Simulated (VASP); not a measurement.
# AlN (P6_3mc) in VASP: a series of runs

The runs below take AlN through single point, with PBEsol.

Everything below comes from runs of VASP 6.6.1. Logs are shortened: lines on timing, memory, paths and dates and some standing lists are left out, and cuts for length are marked.

## 1. The cell of the first run

It takes space group P6_3mc (No. 186, hexagonal). Conventional cell: a = 3.175 Å, b = 3.175 Å, c = 4.981 Å, α = 90.00°, β = 90.00°, γ = 120.00°. Al (site symmetry 3m) has 4 N at 1.89 to 1.93 Å within 2.5 Å. N (site symmetry 3m) has 4 Al at 1.89 to 1.93 Å within 2.5 Å.

## 2. Single point, PBEsol

The input, INCAR:

```
SYSTEM = AlN
PREC = Accurate ; ENCUT = 600
EDIFF = 1E-6 ; ISMEAR = -1
SIGMA = 0.05 ; LREAL = .False.
LASPH = .True. ; NELM = 120
ALGO = Normal ; ISIF = 2
LWAVE = .False. ; LCHARG = .False.
GGA = PS ; NBANDS = 16
GGA_COMPAT = .False.
```

The input, KPOINTS:

```
Automatic mesh
0
Gamma
  8 8 5
  0 0 0
```

The input, POSCAR:

```
AlN
1.0
    3.1752600000      0.0000000000      0.0000000000
   -1.5876300000      2.7498558236      0.0000000000
    0.0000000000      0.0000000000      4.9810000000
Al N
2 2
Direct
    0.6666666667      0.3333333333      0.5000000000
    0.3333333333      0.6666666667      0.0000000000
    0.6666666667      0.3333333333      0.8800000000
    0.3333333333      0.6666666667      0.3800000000
```

Potentials or basis: VASP PAW PBE potentials, release 64 (Al, N).

Run with:

```bash
$ cat potpaw_PBE.64/Al/POTCAR potpaw_PBE.64/N/POTCAR > POTCAR
$ mpirun -np 1 vasp_std > vasp.out
```

OUTCAR:

```text
SYSTEM = AlN
   PREC = Accurate
   ENCUT = 600
   EDIFF = 1E-6
   ISMEAR = -1
   LREAL = .False.
   LASPH = .True.
   NELM = 120
   ISIF = 2
   GGA = PS

 ion  position               nearest neighbor table
   1  0.667  0.333  0.500-   3 1.89   4 1.93   4 1.93   4 1.93   2 3.09   2 3.09   2 3.09   2 3.09
                             2 3.09   2 3.09
   2  0.333  0.667  0.000-   4 1.89   3 1.93   3 1.93   3 1.93   1 3.09   1 3.09   1 3.09   1 3.09
                             1 3.09   1 3.09
   3  0.667  0.333  0.880-   1 1.89   2 1.93   2 1.93   2 1.93
   4  0.333  0.667  0.380-   2 1.89   1 1.93   1 1.93   1 1.93

  LATTYP: Found a hexagonal cell.
 ALAT       =     3.1752600000
 C/A-ratio  =     1.5686904379

  Lattice vectors:

 A1 = (   3.1752600000,   0.0000000000,   0.0000000000)
 A2 = (  -1.5876300000,   2.7498558236,   0.0000000000)
 A3 = (   0.0000000000,   0.0000000000,   4.9810000000)

Analysis of symmetry for initial positions (statically):
=====================================================================
 Subroutine PRICEL returns:
 Original cell was already a primitive cell.

 Routine SETGRP: Setting up the symmetry group for a
 hexagonal supercell.

 Subroutine GETGRP returns: Found 12 space group operations
 (whereof  6 operations were pure point group operations)
 out of a pool of 24 trial point group operations.

The static configuration has the point symmetry C_3v.
 The point group associated with its full space group is C_6v.

Analysis of symmetry for dynamics (positions and initial velocities):
=====================================================================
 Subroutine PRICEL returns:
 Original cell was already a primitive cell.

 Routine SETGRP: Setting up the symmetry group for a
 hexagonal supercell.

 Subroutine GETGRP returns: Found 12 space group operations
 (whereof  6 operations were pure point group operations)
 out of a pool of 24 trial point group operations.

The dynamic configuration has the point symmetry C_3v.
 The point group associated with its full space group is C_6v.

 Subroutine INISYM returns: Found 12 space group operations
 (whereof  6 operations are pure point group operations),
 and found     1 'primitive' translations

----------------------------------------------------------------------------------------

                                     Primitive cell

  volume of cell :      43.4916

  direct lattice vectors                    reciprocal lattice vectors
     3.175260000  0.000000000  0.000000000     0.314934840  0.181827715  0.000000000
    -1.587630000  2.749855824  0.000000000     0.000000000  0.363655429  0.000000000
     0.000000000  0.000000000  4.981000000     0.000000000  0.000000000  0.200762899

  length of vectors
     3.175260000  3.175260000  4.981000000     0.363655429  0.363655429  0.200762899

  position of ions in fractional coordinates (direct lattice)
     0.666666667  0.333333333  0.500000000
     0.333333333  0.666666667  0.000000000
     0.666666667  0.333333333  0.880000000
     0.333333333  0.666666667  0.380000000

  ion indices of the primitive-cell ions
   primitive index   ion index
                 1           1
                 2           2
                 3           3
                 4           4

----------------------------------------------------------------------------------------

 KPOINTS: Automatic mesh

Automatic generation of k-mesh.
 Grid dimensions read from file:
 generate k-points for:    8    8    5

 Generating k-lattice:

  Cartesian coordinates                     Fractional coordinates (reciprocal lattice)
     0.039366855  0.022728464  0.000000000     0.125000000  0.000000000  0.000000000
     0.000000000  0.045456929  0.000000000     0.000000000  0.125000000  0.000000000
     0.000000000  0.000000000  0.040152580     0.000000000  0.000000000  0.200000000

  Length of vectors
     0.045456929  0.045456929  0.040152580

  Shift w.r.t. Gamma in fractional coordinates (k-lattice)
     0.000000000  0.000000000  0.000000000

 Subroutine IBZKPT returns following result:
 ===========================================

 Found     30 irreducible k-points:

 Following reciprocal coordinates:
            Coordinates               Weight
  0.000000  0.000000  0.000000      1.000000
  0.125000  0.000000  0.000000      6.000000
  0.250000  0.000000  0.000000      6.000000
  0.375000  0.000000  0.000000      6.000000
  0.500000  0.000000  0.000000      3.000000
  0.125000  0.125000  0.000000      6.000000
[... 16 lines left out ...]
  0.250000  0.000000  0.400000     12.000000
  0.375000  0.000000  0.400000     12.000000
 [... further k-points ...]
   k-points           NKPTS =     30   k-points in BZ     NKDIM =     30   number of bands    NBANDS=     16
   number of dos      NEDOS =    301   number of ions     NIONS =      4
   total plane-waves  NPLWV =  31360
   dimension x,y,z NGX =    28 NGY =   28 NGZ =   40
   dimension x,y,z NGXF=    56 NGYF=   56 NGZF=   80
   ions per type =               2   2
   NGX,Y,Z   is equivalent  to a cutoff of  14.66, 14.66, 13.35 a.u.
   NGXF,Y,Z  is equivalent  to a cutoff of  29.32, 29.32, 26.70 a.u.
 SYSTEM =  AlN
   PREC   = accura    normal or accurate (medium, high low for compatibility)
   ISTART =      0    job   : 0-new  1-cont  2-samecut
   ICHARG =      2    charge: 1-file 2-atom 10-const
   ISPIN  =      1    spin polarized calculation?
   LNONCOLLINEAR =      F non collinear calculations
   LSORBIT =      F    spin-orbit coupling
   LASPH  =      T    aspherical Exc in radial PAW
   ENCUT  =  600.0 eV  44.10 Ry    6.64 a.u.   6.34  6.34  9.95*2*pi/ulx,y,z
   NELM   =    120;   NELMIN=  2; NELMDL= -5     # of ELM steps
   EDIFF  = 0.1E-05   stopping-criterion for ELM
   LREAL  =      F    real-space projection
   EDIFFG = 0.1E-04   stopping-criterion for IOM
   NSW    =      0    number of steps for IOM
   IBRION =     -1    ionic relax: 0-MD 1-quasi-New 2-CG
   NFREE  =      0    steps in history (QN), initial steepest desc. (CG)
   ISIF   =      2    stress and relaxation
   ISYM   =      2    0-nonsym 1-usesym 2-fastsym
   POTIM  = 0.5000    time-step for ionic-motion
   TEBEG  =    0.0;   TEEND  =   0.0 temperature during run
   PSTRESS=    0.0 pullay stress
   NELECT =      16.0000    total number of electrons
   NUPDOWN=      -1.0000    fix difference up-down
   EMIN   =  10.00;   EMAX   =-10.00  energy-range for DOS
   EFERMI =   0.00;   METHOD = LEGACY
   ISMEAR =    -1;   SIGMA  =   0.05  broadening in eV -4-tet -1-fermi 0-gaus
   EFERMI_NEDOS =   21; number of points for ismear=-14 and -15
   IALGO  =     38    algorithm
   IMIX   =      4    mixing-type and parameters
     AMIX     =   0.40;   BMIX     =  1.00
     AMIX_MAG =   1.60;   BMIX_MAG =  1.00
  volume/ion in A,a.u.               =      10.87        73.37
  Fermi-wavevector in a.u.,A,eV,Ry     =   1.173040  2.216725 18.721935  1.376023
  Thomas-Fermi vector in A             =   2.309459
   LORBIT       =      0    0 simple, 1 ext, 2 COOP (PROOUT), +10 PAW based schemes
   GGA     = PS    functional components
   LHFCALC =     F    Hartree Fock is set to
   AEXX    =    0.0000 exact exchange contribution
   IVDW    =     0    specifies the selected vdW correction
   LEPSILON=     F    determine dielectric tensor
   LRPA    =     F    only Hartree local field effects (RPA)
 non-spin polarized calculation
  energy-cutoff  :      600.00
  volume of cell :       43.49
 maximum number of plane-waves:      1471
 NGX is ok and might be reduce to    28
   NGX = 13   NGY = 13   NGZ = 19

 number of electron      15.9999999 magnetization

 Free energy of the ion-electron system (eV)
  ---------------------------------------------------
  ext. energy  EPLUGINS =         0.00000000
  ---------------------------------------------------
  free energy    TOTEN  =       -31.25779780 eV

  energy without entropy =      -31.25779780  energy(sigma->0) =      -31.25779780

 E-fermi :   6.7276     XC(G=0): -10.9311

 val. band max:        5.7120287164   @ k =   0.0000   0.0000   0.0000
 cond. band min:       9.4715412955   @ k =   0.0000   0.0000   0.0000
 fundamental gap:      3.7595125790
 Fermi energy:         6.7276093991

 k-point     1 :       0.0000    0.0000    0.0000
  band No.  band energies     occupation
      1      -9.2484      2.00000
      2      -7.1030      2.00000
      3      -0.1488      2.00000
      4       4.7629      2.00000
      5       4.7629      2.00000
      6       5.4650      2.00000
[... 8 lines left out ...]
     15      18.2681      0.00000
     16      18.7373      0.00000

 k-point     2 :       0.1250    0.0000    0.0000
  band No.  band energies     occupation
      1      -9.0613      2.00000
      2      -7.0057      2.00000
      3       0.0763      2.00000
      4       3.9131      2.00000
      5       4.5243      2.00000
      6       4.6372      2.00000
[... 8 lines left out ...]
     15      18.0722      0.00000
     16      18.2524      0.00000

 k-point     3 :       0.2500    0.0000    0.0000
  band No.  band energies     occupation
      1      -8.5401      2.00000
      2      -6.7817      2.00000
      3       0.7227      2.00000
      4       2.2492      2.00000
      5       3.2595      2.00000
      6       4.0674      2.00000
[... 8 lines left out ...]
     15      17.4018      0.00000
     16      18.3684      0.00000

 k-point     4 :       0.3750    0.0000    0.0000
  band No.  band energies     occupation
      1      -7.8361      2.00000
      2      -6.6376      2.00000
      3       0.8695      2.00000
      4       1.6691      2.00000
      5       2.1228      2.00000
      6       3.6959      2.00000
[... 8 lines left out ...]
     15      17.5300      0.00000
     16      19.8922      0.00000
[... 324 lines left out ...]
 k-point    22 :       0.1250    0.0000    0.4000
  band No.  band energies     occupation
      1      -8.4910      2.00000
      2      -7.8818      2.00000
      3       1.6657      2.00000
      4       3.0208      2.00000
      5       4.4106      2.00000
      6       4.8155      2.00000
[... 8 lines left out ...]
     15      17.2768      0.00000
     16      17.2992      0.00000

 k-point    23 :       0.2500    0.0000    0.4000
  band No.  band energies     occupation
      1      -8.0279      2.00000
      2      -7.4981      2.00000
      3       1.3639      2.00000
      4       2.0251      2.00000
      5       3.6715      2.00000
      6       4.4401      2.00000
[... 8 lines left out ...]
     15      17.6474      0.00000
     16      18.1834      0.00000

 k-point    24 :       0.3750    0.0000    0.4000
  band No.  band energies     occupation
      1      -7.4455      2.00000
      2      -7.0741      2.00000
      3       0.5004      2.00000
      4       0.8997      2.00000
      5       3.7400      2.00000
      6       4.1163      2.00000
[... 8 lines left out ...]
     15      17.8241      0.00000
     16      18.9408      0.00000

 [... further k-points ...]

------------------------ aborting loop because EDIFF is reached ----------------------------------------

  FORCE on cell =-STRESS in cart. coord.  units (eV):
  Direction    XX          YY          ZZ          XY          YZ          ZX
  --------------------------------------------------------------------------------------
  -------------------------------------------------------------------------------------
  Total       -2.8199125     -2.8199125     -0.3819319      0.0000000      0.0000000      0.0000000
  in kB     -103.8820381   -103.8820381    -14.0698909      0.0000000      0.0000000      0.0000000
  external PRESSURE =     -73.9446557 kB  Pullay stress =       0.0000000 kB

 VOLUME and BASIS-vectors are now :
 -----------------------------------------------------------------------------
  energy-cutoff  :      600.00
  volume of cell :       43.49
      direct lattice vectors                 reciprocal lattice vectors
     3.175260000  0.000000000  0.000000000     0.314934840  0.181827715  0.000000000
    -1.587630000  2.749855824  0.000000000     0.000000000  0.363655429  0.000000000
     0.000000000  0.000000000  4.981000000     0.000000000  0.000000000  0.200762899

 POSITION                                       TOTAL-FORCE (eV/Angst)
 -----------------------------------------------------------------------------------
      1.58763      0.91662      2.49050        -0.000000     -0.000000     -0.324620
     -0.00000      1.83324      0.00000         0.000000      0.000000     -0.324620
      1.58763      0.91662      4.38328        -0.000000      0.000000      0.324620
     -0.00000      1.83324      1.89278         0.000000     -0.000000      0.324620
 -----------------------------------------------------------------------------------
    total drift:                               -0.000000      0.000000     -0.000543

  FREE ENERGIE OF THE ION-ELECTRON SYSTEM (eV)
  ---------------------------------------------------
  free  energy   TOTEN  =       -31.2577978009 eV

  energy  without entropy=      -31.2577978009  energy(sigma->0) =      -31.25779780
```

Run time: 27 s. Hardware: 1 thread of Intel Xeon 6975P-C, shared host; peak memory 0.18 GiB.

Results:

* Free energy: -31.2578 eV
* Pressure: -7.4 GPa
* Largest force: 0.325 eV/Å
* Band gap on the k mesh: 3.76 eV, direct

Forces in eV/Å, atoms in the order of the input:
```
Al   0.000  0.000 -0.325
Al   0.000  0.000 -0.325
N    0.000  0.000  0.325
N    0.000  0.000  0.325
```

Stress tensor (GPa, compression positive):
```
-10.39   0.00   0.00
  0.00 -10.39   0.00
  0.00   0.00  -1.41
```

Caveat: the PAW data sets were made with another functional, which shifts forces and pressure a little. PBEsol gaps usually lie below the measured ones, often by a third to a half.

## 3. Single point, PBEsol

This run uses another cell than the first one, of 9.63 Å³/atom, 0.886 times its volume.

The input, INCAR:

```
PREC = Accurate
ENCUT = 600
EDIFF = 1E-6
ISMEAR = -1
SIGMA = 0.05
LREAL = F
LASPH = T
NELM = 120
ALGO = Normal
ISIF = 2
LWAVE = F
LCHARG = F
GGA = PS
NBANDS = 16
GGA_COMPAT = F
```

The input, KPOINTS:

```
Automatic mesh
0
Gamma
  9 9 5
```

POSCAR, as its differences from that of step 2:

```diff
@@ -2,4 +2,4 @@
 1.0
-    3.1752600000      0.0000000000      0.0000000000
-   -1.5876300000      2.7498558236      0.0000000000
+    2.9884800000      0.0000000000      0.0000000000
+   -1.4942400000      2.5880995987      0.0000000000
     0.0000000000      0.0000000000      4.9810000000
```

Potentials or basis: VASP PAW PBE potentials, release 64 (Al, N).

Run with:

```bash
$ cat potpaw_PBE.64/Al/POTCAR potpaw_PBE.64/N/POTCAR > POTCAR
$ mpirun -np 1 vasp_std > vasp.out
```

Wall time 21 s (1 thread of Intel Xeon 6975P-C, shared host); peak memory 0.16 GiB.

It converged, with:

```yaml
Free_energy: -31.0593 eV
Pressure: 20.3 GPa
Largest_force: 0.460 eV/Å
Band_gap_on_the_k_mesh: 4.89 eV, indirect (least direct gap 4.94 eV)
```

Forces on the atoms (eV/Å):
```
Al   0.000  0.000  0.460
Al   0.000  0.000  0.460
N    0.000  0.000 -0.460
N    0.000  0.000 -0.460
```

Stress tensor (GPa, compression positive):
```
26.90  0.00  0.00
 0.00 26.90  0.00
 0.00  0.00  7.16
```

Levels at points of the mesh, in eV from the valence-band top:
```csv
k point,band 5,band 6,band 7,band 8,band 9,band 10,band 11,band 12
"(0.00, 0.00, 0.00)",-0.56,-0.03,0.00,0.00,4.94,7.86,11.11,12.20
```

Caveat: the PAW data sets were made with another functional, which shifts forces and pressure a little. Expect the measured gap to be larger: semilocal functionals such as PBEsol lack the derivative discontinuity.

## 4. Single point, PBEsol

This run uses another cell than the first one, of 11.30 Å³/atom, 1.040 times its volume.

The input, INCAR:

```
SYSTEM = AlN
  PREC = Accurate
  ENCUT = 600
  EDIFF = 1E-6
  ISMEAR = -1
  SIGMA = 0.05
  LREAL = .FALSE.
  LASPH = .TRUE.
  NELM = 120
  ALGO = Normal
  ISIF = 2
  LWAVE = .FALSE.
  LCHARG = .FALSE.
  GGA = PS
  NBANDS = 16
  GGA_COMPAT = .FALSE.
```

The input, KPOINTS:

```
regular mesh
0
G
  8 8 5
  0 0 0
```

POSCAR, as its differences from that of step 3:

```diff
@@ -2,4 +2,4 @@
 1.0
-    2.9884800000      0.0000000000      0.0000000000
-   -1.4942400000      2.5880995987      0.0000000000
+    3.2375200000      0.0000000000      0.0000000000
+   -1.6187600000      2.8037745653      0.0000000000
     0.0000000000      0.0000000000      4.9810000000
```

Run with:

```bash
$ cat potpaw_PBE.64/Al/POTCAR potpaw_PBE.64/N/POTCAR > POTCAR
$ mpirun -np 1 vasp_std > vasp.out
```

It used 20 s of CPU time on 1 thread of Intel Xeon 6975P-C, with other jobs on the host.

The run converged. Its results:

- Free energy: -31.1044 eV
- Pressure: -13.4 GPa
- Largest force: 0.463 eV/Å
- Band gap on the k mesh: 3.39 eV, direct

Forces on the atoms (eV/Å):
```
Al   0.000  0.000 -0.463
Al   0.000  0.000 -0.463
N    0.000  0.000  0.463
N    0.000  0.000  0.463
```

Stress tensor (GPa, compression positive):
```
-18.34   0.00   0.00
  0.00 -18.34   0.00
  0.00   0.00  -3.55
```

Levels at points of the mesh, in eV from the valence-band top:
| k point | band 4 | band 5 | band 6 | band 7 | band 8 | band 9 | band 10 | band 11 | band 12 | band 13 |
| --- | --- | --- | --- | --- | --- | --- | --- | --- | --- | --- |
| (0.00, 0.00, 0.00) | -1.04 | -1.04 | -0.29 | -0.29 | 0.00 | 3.39 | 5.48 | 9.99 | 10.07 | 10.07 |
| (0.50, 0.00, 0.00) | -3.95 | -3.29 | -2.21 | -1.78 | -0.69 | 5.14 | 5.66 | 7.35 | 9.56 | 10.14 |

Caveat: the PAW data sets were made with another functional, which shifts forces and pressure a little. PBEsol gaps usually lie below the measured ones, often by a third to a half.

## 5. The runs side by side

| cell | k mesh | gap on the mesh (eV) | pressure (GPa) | largest force (eV/Å) |
| --- | --- | --- | --- | --- |
| a = 3.175, b = 3.175, c = 4.981 Å, angles 90.0, 90.0, 120.0°, 4 atoms | 8 × 8 × 5 | 3.76 | -7.4 | 0.32 |
| a = 2.988, b = 2.988, c = 4.981 Å, angles 90.0, 90.0, 120.0°, 4 atoms | 9 × 9 × 5 | 4.89 | 20.3 | 0.46 |
| a = 3.238, b = 3.238, c = 4.981 Å, angles 90.0, 90.0, 120.0°, 4 atoms | 8 × 8 × 5 | 3.39 | -13.4 | 0.46 |

Alike in all rows: task single point; level PBEsol; potentials or basis VASP PAW PBE potentials, release 64 (Al, N); no spin polarisation; cutoff (eV) 600; smearing fermi-dirac 0.05 eV.

Caveats: the PAW data sets were made with another functional, which shifts forces and pressure a little.

Total energies depend on the potentials used, so only differences within one code and one set of settings carry meaning.
